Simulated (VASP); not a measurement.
Na, 2 atoms in the cell. Symmetry: P6_3/mmc, No. 194, hexagonal system. Conventional cell: a = 3.861 Å, b = 3.861 Å, c = 6.000 Å, α = 90.00°, β = 90.00°, γ = 120.00°. Within 4.9 Å of Na (site symmetry -6m2) lie 12 Na at 3.74 to 3.86 Å.  This cell differs from its parent crystal: strain +0.025 along x and y, -0.025 along z.

| Item | Value |
| --- | --- |
| Program | VASP 6.6.1 |
| Task | single point |
| Functional | PBEsol |
| Potentials or basis | VASP PAW PBE potentials, release 64 (Na_pv) |
| Cutoff | 520 eV |
| k mesh | 12 × 12 × 8 |
| Occupations | gaussian, width 0.15 eV |
| Spin | no spin polarisation |
| Dipole correction | no |
| Further INCAR settings | ALGO = Normal; EDIFF = 1e-06; NBANDS = 14 |

Potentials or basis: VASP PAW PBE potentials, release 64 (Na_pv).

The run is started by

```console
$ cat potpaw_PBE.64/Na_pv/POTCAR > POTCAR
$ mpirun -np 1 vasp_std > vasp.out
```

Hardware: 1 thread of Intel(R) Xeon(R) 6975P-C (Granite Rapids) (shared host).

Problem. How long does it take, and how much memory?

Solution. It took 29 s on 1 thread of Intel(R) Xeon(R) 6975P-C (Granite Rapids), with other jobs on the host, peak memory 0.23 GiB. Counts: scf iterations 9, k points 95.
